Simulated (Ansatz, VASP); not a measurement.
## C in VASP and in Ansatz

The input INCAR:

```
SYSTEM = C
PREC = Accurate
ENCUT = 520
EDIFF = 1E-6
ISMEAR = 0
SIGMA = 0.05
LREAL = .False.
LASPH = .True.
NELM = 80
ALGO = Normal
ISIF = 2
LWAVE = .False.
LCHARG = .True.
GGA = PE
LELF = .True.
LVHAR = .True.
NBANDS = 11
```

File KPOINTS:

```
regular mesh
0
Gamma
  12 12 12
  0 0 0
```

The input POSCAR:

```
C
1.0
    0.0000000000      1.7531197231      1.6307519665
    1.7531197231      0.0000000000      1.6307519665
    1.7531197231      1.7531197231      0.0000000000
C
2
Direct
    0.5000000000      0.5000000000      0.5000000000
    0.7500000000      0.7500000000      0.7500000000
```

Input for Ansatz:

```yaml
crystal:
  lattice:
    - [0.0, 1.7531197231, 1.6307519665]
    - [1.7531197231, 0.0, 1.6307519665]
    - [1.7531197231, 1.7531197231, 0.0]
  atoms:
    - { symbol: C, position: [0.5, 0.5, 0.5] }
    - { symbol: C, position: [0.75, 0.75, 0.75] }
basis:
  ecutwfc: 520.0
kpoints:
  mp_grid: { grid: [12, 12, 12] }
hamiltonian:
  xc: pbe
  pseudopotentials: { kind: paw, azcp: { folder: soft_1 } }
scf:
  occupations: { method: gaussian, width: 0.05 }
output:
  forces: true
  stress: true
  eigenvalues: true
```

Alike in both runs: task single point; functional PBE; k mesh 12 × 12 × 12; occupations gaussian, width 0.05 eV; no spin polarisation.

|  | VASP | Ansatz |
| --- | --- | --- |
| version | VASP 6.6.1 | Ansatz 0.2.0 |
| potentials or method | VASP PAW PBE potentials, release 64 (C), cutoff 520 eV | scalar-relativistic, plane waves, PAW |
| valence electrons in the cell | 8 | 8 |

```tsv
	VASP	Ansatz	Ansatz less VASP
gap on the k mesh at the Fermi level (eV)	2.49	2.51	+0.014
least direct gap on the mesh (eV)	4.63	4.63	+0.005
```

With one functional, cell and mesh, what is left measures potentials, basis and numerics.
